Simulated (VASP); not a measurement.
# FeO (Fm-3m) in VASP: a series of runs

The runs below take FeO through single point, with PBE+U.

All numbers are computed with VASP 6.6.1; they aren't measurements. Logs are shortened: lines on timing, memory, paths and dates and some standing lists are left out, and cuts for length are marked.

### Step 1. The cell of the first run

The structure is cubic, space group Fm-3m (No. 225). Conventional cell: a = 4.417 Å, b = 4.417 Å, c = 4.417 Å, α = 90.00°, β = 90.00°, γ = 90.00°. Fe (site symmetry m-3m) has 6 O at 2.21 Å within 2.9 Å. O (site symmetry m-3m) has 6 Fe at 2.21 Å within 2.9 Å.

### Step 2. Single point, PBE+U, collinear spin, zero start

The input, INCAR:

```
PREC = Accurate
ENCUT = 600
EDIFF = 1E-6
ISMEAR = -1
SIGMA = 0.1
LREAL = F
LASPH = T
NELM = 200
ALGO = Normal
ISIF = 2
LWAVE = F
LCHARG = F
ISPIN = 2
MAGMOM = 0 0
LORBIT = 11
LMAXMIX = 4
LDAU = T
LDAUTYPE = 2
LDAUL = 2 -1
LDAUU = 3 0
LDAUJ = 0 0
LDAUPRINT = 1
GGA = PE
NBANDS = 18
GGA_COMPAT = F
```

The input, KPOINTS:

```
Automatic mesh
0
Gamma
  4 4 4
```

The input, POSCAR:

```
FeO
1.0
    0.0000000000      2.2083000000      2.2083000000
    2.2083000000      0.0000000000      2.2083000000
    2.2083000000      2.2083000000      0.0000000000
Fe O
1 1
Direct
    0.0000000000      0.0000000000      0.0000000000
    0.5000000000      0.5000000000      0.5000000000
```

Potentials or basis: VASP PAW PBE potentials, release 64 (Fe, O).

Launch:

```bash
$ cat potpaw_PBE.64/Fe/POTCAR potpaw_PBE.64/O/POTCAR > POTCAR
$ mpirun -np 1 vasp_std > vasp.out
```

OUTCAR:

```text
PREC = Accurate
   ENCUT = 600
   EDIFF = 1E-6
   ISMEAR = -1
   LREAL = F
   LASPH = T
   NELM = 200
   ISIF = 2
   ISPIN = 2
   LORBIT = 11
   GGA = PE

 ion  position               nearest neighbor table
   1  0.000  0.000  0.000-   2 2.21   2 2.21   2 2.21   2 2.21   2 2.21   2 2.21
   2  0.500  0.500  0.500-   1 2.21   1 2.21   1 2.21   1 2.21   1 2.21   1 2.21

  LATTYP: Found a face centered cubic cell.
 ALAT       =     4.4166000000

  Lattice vectors:

 A1 = (   0.0000000000,   2.2083000000,   2.2083000000)
 A2 = (   2.2083000000,   0.0000000000,   2.2083000000)
 A3 = (   2.2083000000,   2.2083000000,   0.0000000000)

Analysis of symmetry for initial positions (statically):
=====================================================================
 Subroutine PRICEL returns:
 Original cell was already a primitive cell.

 Routine SETGRP: Setting up the symmetry group for a
 face centered cubic supercell.

 Subroutine GETGRP returns: Found 48 space group operations
 (whereof 48 operations were pure point group operations)
 out of a pool of 48 trial point group operations.

The static configuration has the point symmetry O_h .

Analysis of symmetry for dynamics (positions and initial velocities):
=====================================================================
 Subroutine PRICEL returns:
 Original cell was already a primitive cell.

 Routine SETGRP: Setting up the symmetry group for a
 face centered cubic supercell.

 Subroutine GETGRP returns: Found 48 space group operations
 (whereof 48 operations were pure point group operations)
 out of a pool of 48 trial point group operations.

The dynamic configuration has the point symmetry O_h .

Analysis of structural, dynamic, and magnetic symmetry:
=====================================================================
 Subroutine PRICEL returns:
 Original cell was already a primitive cell.

 Routine SETGRP: Setting up the symmetry group for a
 face centered cubic supercell.

 Subroutine GETGRP returns: Found 48 space group operations
 (whereof 48 operations were pure point group operations)
 out of a pool of 48 trial point group operations.

The overall configuration has the point symmetry O_h .

 Subroutine INISYM returns: Found 48 space group operations
 (whereof 48 operations are pure point group operations),
 and found     1 'primitive' translations
[... 150 lines left out ...]
  o =  0.9526  v =  1.0000  0.0000  0.0000  0.0000  0.0000  0.0000  0.0000  0.0000  0.0000  0.0000      0.0000  0.0000  0.0000  0.0000  0.0000  0.0000  0.0000  0.0000  0.0000  0.0000
  o =  0.9526  v =  0.0000  0.0000  0.0000  0.0000  0.0000  0.0000  0.1706  0.0000 -0.9853 -0.0000      0.0000  0.0000  0.0000  0.0000  0.0000  0.0000  0.0000  0.0000  0.0000  0.0000
  o =  0.9526  v =  0.0000  0.0000  0.0000  0.0000  0.0000  0.0000  0.9853  0.0000  0.1706 -0.0000      0.0000  0.0000  0.0000  0.0000  0.0000  0.0000  0.0000  0.0000  0.0000  0.0000
  o =  0.9526  v =  0.0000  0.0000  0.0000  0.0000  0.0000  1.0000  0.0000  0.0000  0.0000  0.0000      0.0000  0.0000  0.0000  0.0000  0.0000  0.0000  0.0000  0.0000  0.0000  0.0000

 number of electron      14.0000005 magnetization      -0.0000140

 Free energy of the ion-electron system (eV)
  ---------------------------------------------------
  ext. energy  EPLUGINS =         0.00000000
  ---------------------------------------------------
  free energy    TOTEN  =       -11.79984357 eV

  energy without entropy =      -11.79960065  energy(sigma->0) =      -11.79972211

 E-fermi :   4.2678     XC(G=0): -11.7561

 val. band max:        3.3924112382   @ k =   0.5000   0.0000   0.0000
 cond. band min:       4.9222489867   @ k =   0.0000   0.0000   0.0000
 fundamental gap:      1.5298377485
 Fermi energy:         4.2677620350

 spin component 1

 k-point     1 :       0.0000    0.0000    0.0000
  band No.  band energies     occupation
      1     -14.8908      1.00000
      2       1.6668      1.00000
      3       1.6668      1.00000
      4       1.6668      1.00000
      5       2.1647      1.00000
      6       2.1654      1.00000
[... 144 lines left out ...]
      4      -0.2772      1.00000
      5       2.8902      1.00000
      6       2.8908      1.00000
[... 10 lines left out ...]
     17      33.4119      0.00000
     18      34.2819      0.00000
 Fermi energy:         4.2677620350

 spin component 2

 k-point     1 :       0.0000    0.0000    0.0000
  band No.  band energies     occupation
      1     -14.8908      1.00000
      2       1.6668      1.00000
      3       1.6668      1.00000
      4       1.6668      1.00000
      5       2.1647      1.00000
      6       2.1654      1.00000
[... 145 lines left out ...]
      5       2.8902      1.00000
      6       2.8908      1.00000
[... 10 lines left out ...]
     17      33.4120      0.00000
     18      34.2818      0.00000

------------------------ aborting loop because EDIFF is reached ----------------------------------------

  FORCE on cell =-STRESS in cart. coord.  units (eV):
  Direction    XX          YY          ZZ          XY          YZ          ZX
  --------------------------------------------------------------------------------------
  -------------------------------------------------------------------------------------
  Total       -3.6730961     -3.6730961     -3.6730961     -0.0000000      0.0000000     -0.0000000
  in kB     -273.2364698   -273.2364698   -273.2364698     -0.0000000      0.0000000     -0.0000000
  external PRESSURE =    -273.2364698 kB  Pullay stress =       0.0000000 kB

 VOLUME and BASIS-vectors are now :
 -----------------------------------------------------------------------------
  energy-cutoff  :      600.00
  volume of cell :       21.54
      direct lattice vectors                 reciprocal lattice vectors
     0.000000000  2.208300000  2.208300000    -0.226418512  0.226418512  0.226418512
     2.208300000  0.000000000  2.208300000     0.226418512 -0.226418512  0.226418512
     2.208300000  2.208300000  0.000000000     0.226418512  0.226418512 -0.226418512

 POSITION                                       TOTAL-FORCE (eV/Angst)
 -----------------------------------------------------------------------------------
      0.00000      0.00000      0.00000        -0.000000     -0.000000     -0.000000
      2.20830      2.20830      2.20830         0.000000      0.000000      0.000000
 -----------------------------------------------------------------------------------
    total drift:                                0.000000      0.000000      0.000000

  FREE ENERGIE OF THE ION-ELECTRON SYSTEM (eV)
  ---------------------------------------------------
  free  energy   TOTEN  =       -11.7998435746 eV

  energy  without entropy=      -11.7996006464  energy(sigma->0) =      -11.79972211

 total charge

# of ion       s       p       d       tot
------------------------------------------
    1        0.243   0.283   6.225   6.750
    2        1.538   3.395   0.000   4.932
--------------------------------------------------
tot          1.780   3.678   6.225  11.683

 magnetization (x)

# of ion       s       p       d       tot
------------------------------------------
    1        0.000   0.000   0.000   0.000
    2       -0.000  -0.000   0.000  -0.000
--------------------------------------------------
tot         -0.000  -0.000   0.000   0.000
```

It took 20 s on 1 thread of Intel Xeon 6975P-C, shared host; peak memory 0.17 GiB.

What came out:

| Property | Result |
| --- | --- |
| Free energy | -11.7998 eV |
| Pressure | -27.3 GPa |
| Band gap on the k mesh | 1.53 eV, indirect (least direct gap 1.92 eV) |
| Net moment | 0.00 μB per cell |
| Valence electrons inside the program's atomic spheres | Fe 6.75; O 4.93 |

Eigenvalues of the final occupation matrices:
```csv
site,spin,trace,eigenvalues
site 1 d,1,3.12,0.13 0.13 0.95 0.95 0.95
site 1 d,2,3.12,0.13 0.13 0.95 0.95 0.95
```

Caveat: the k points lie up to 0.62 Å⁻¹ apart.

### Step 3. Single point, PBE+U, collinear spin, zero start

The input, INCAR:

```
SYSTEM = FeO
PREC     = Accurate       ! precision mode
ENCUT    = 600            ! plane-wave cutoff, eV
EDIFF    = 1E-6           ! SCF threshold, eV
ISMEAR   = -1             ! smearing method
SIGMA    = 0.1            ! smearing width, eV
LREAL    = .False.        ! projectors in reciprocal space
LASPH    = .True.         ! aspherical terms in the spheres
NELM     = 200            ! most SCF steps
ALGO     = Normal         ! electronic algorithm
ISIF     = 2              ! what is computed and relaxed
LWAVE    = .False.        ! write WAVECAR
LCHARG   = .False.        ! write CHGCAR
ISPIN    = 2              ! spin polarisation
MAGMOM   = 0 0            ! initial moments
LORBIT   = 11             ! projections on sites
LMAXMIX  = 4              ! l up to which the mixer works
LDAU     = .True.         ! DFT+U
LDAUTYPE = 2            
LDAUL    = 2 -1           ! shell
LDAUU    = 3 0            ! U, eV
LDAUJ    = 0 0          
LDAUPRINT= 1            
GGA      = PE             ! functional
NBANDS   = 18             ! bands
GGA_COMPAT= .False.
```

The input, KPOINTS:

```
regular mesh
0
Gamma
  4 4 4
  0 0 0
```

POSCAR is that of step 2.

Potentials or basis: VASP PAW PBE potentials, release 64 (Fe, O).

Launch:

```bash
$ cat potpaw_PBE.64/Fe/POTCAR potpaw_PBE.64/O/POTCAR > POTCAR
$ mpirun -np 1 vasp_std > vasp.out
```

OUTCAR:

```text
SYSTEM = FeO
   PREC = Accurate
   ENCUT = 600
   EDIFF = 1E-6
   ISMEAR = -1
   LREAL = .False.
   LASPH = .True.
   NELM = 200
   ISIF = 2
   ISPIN = 2
   LORBIT = 11
   GGA = PE

 ion  position               nearest neighbor table
   1  0.000  0.000  0.000-   2 2.21   2 2.21   2 2.21   2 2.21   2 2.21   2 2.21
   2  0.500  0.500  0.500-   1 2.21   1 2.21   1 2.21   1 2.21   1 2.21   1 2.21

  LATTYP: Found a face centered cubic cell.
 ALAT       =     4.4166000000

  Lattice vectors:

 A1 = (   0.0000000000,   2.2083000000,   2.2083000000)
 A2 = (   2.2083000000,   0.0000000000,   2.2083000000)
 A3 = (   2.2083000000,   2.2083000000,   0.0000000000)
[... 568 lines left out ...]

 VOLUME and BASIS-vectors are now :
 -----------------------------------------------------------------------------
  energy-cutoff  :      600.00
  volume of cell :       21.54
      direct lattice vectors                 reciprocal lattice vectors
     0.000000000  2.208300000  2.208300000    -0.226418512  0.226418512  0.226418512
     2.208300000  0.000000000  2.208300000     0.226418512 -0.226418512  0.226418512
     2.208300000  2.208300000  0.000000000     0.226418512  0.226418512 -0.226418512

 POSITION                                       TOTAL-FORCE (eV/Angst)
 -----------------------------------------------------------------------------------
      0.00000      0.00000      0.00000        -0.000000     -0.000000     -0.000000
      2.20830      2.20830      2.20830         0.000000      0.000000      0.000000
 -----------------------------------------------------------------------------------
    total drift:                                0.000000      0.000000      0.000000

  FREE ENERGIE OF THE ION-ELECTRON SYSTEM (eV)
  ---------------------------------------------------
  free  energy   TOTEN  =       -11.7998435746 eV

  energy  without entropy=      -11.7996006464  energy(sigma->0) =      -11.79972211

 total charge

# of ion       s       p       d       tot
------------------------------------------
    1        0.243   0.283   6.225   6.750
    2        1.538   3.395   0.000   4.932
--------------------------------------------------
tot          1.780   3.678   6.225  11.683

 magnetization (x)

# of ion       s       p       d       tot
------------------------------------------
    1        0.000   0.000   0.000   0.000
    2       -0.000  -0.000   0.000  -0.000
--------------------------------------------------
tot         -0.000  -0.000   0.000   0.000
```

OSZICAR:

```text
N       E                     dE             d eps       ncg     rms          rms(c)
DAV:   1     0.825322211775E+02    0.82532E+02   -0.74507E+03   608   0.104E+03
DAV:   2    -0.668476519357E+01   -0.89217E+02   -0.76403E+02   614   0.211E+02
DAV:   3    -0.121611437525E+02   -0.54764E+01   -0.52623E+01   636   0.564E+01
DAV:   4    -0.122053698677E+02   -0.44226E-01   -0.44176E-01   698   0.494E+00
DAV:   5    -0.122057250946E+02   -0.35523E-03   -0.35521E-03   682   0.446E-01    0.122E+01
DAV:   6    -0.127924736398E+02   -0.58675E+00   -0.20068E+01   720   0.518E+01    0.184E+01
DAV:   7    -0.107566706556E+02    0.20358E+01   -0.19088E+01   718   0.471E+01    0.567E+00
DAV:   8    -0.111993842920E+02   -0.44271E+00   -0.30534E-01   630   0.551E+00    0.407E+00
DAV:   9    -0.117952980199E+02   -0.59591E+00   -0.25591E-01   654   0.656E+00    0.649E-01
DAV:  10    -0.118001113934E+02   -0.48134E-02   -0.20136E-02   720   0.119E+00    0.386E-01
DAV:  11    -0.117997620769E+02    0.34932E-03   -0.13011E-03   598   0.912E-01    0.165E-01
DAV:  12    -0.117998479329E+02   -0.85856E-04   -0.13932E-03   794   0.426E-01    0.801E-02
DAV:  13    -0.117998629866E+02   -0.15054E-04   -0.67703E-05   618   0.788E-02    0.360E-02
DAV:  14    -0.117998427078E+02    0.20279E-04   -0.38793E-05   814   0.969E-02    0.899E-03
DAV:  15    -0.117998435746E+02   -0.86681E-06   -0.92870E-06   718   0.476E-02
   1 F= -.11799844E+02 E0= -.11799722E+02  d E =-.242928E-03  mag=     0.0000
```

Wall time 17 s (1 thread of Intel Xeon 6975P-C, shared host); peak memory 0.17 GiB.

What came out:

```yaml
Free_energy: -11.7998 eV
Pressure: -27.3 GPa
Band_gap_on_the_k_mesh: 1.53 eV, indirect (least direct gap 1.92 eV)
Net_moment: 0.00 μB per cell
Valence_electrons_inside_the_program's_atomic_spheres: Fe 6.75; O 4.93
```

Eigenvalues of the final occupation matrices:
| site | spin | trace | eigenvalues |
| --- | --- | --- | --- |
| site 1 d | 1 | 3.12 | 0.13 0.13 0.95 0.95 0.95 |
| site 1 d | 2 | 3.12 | 0.13 0.13 0.95 0.95 0.95 |

Caveat: the k points lie up to 0.62 Å⁻¹ apart. A k mesh can miss the band edges.
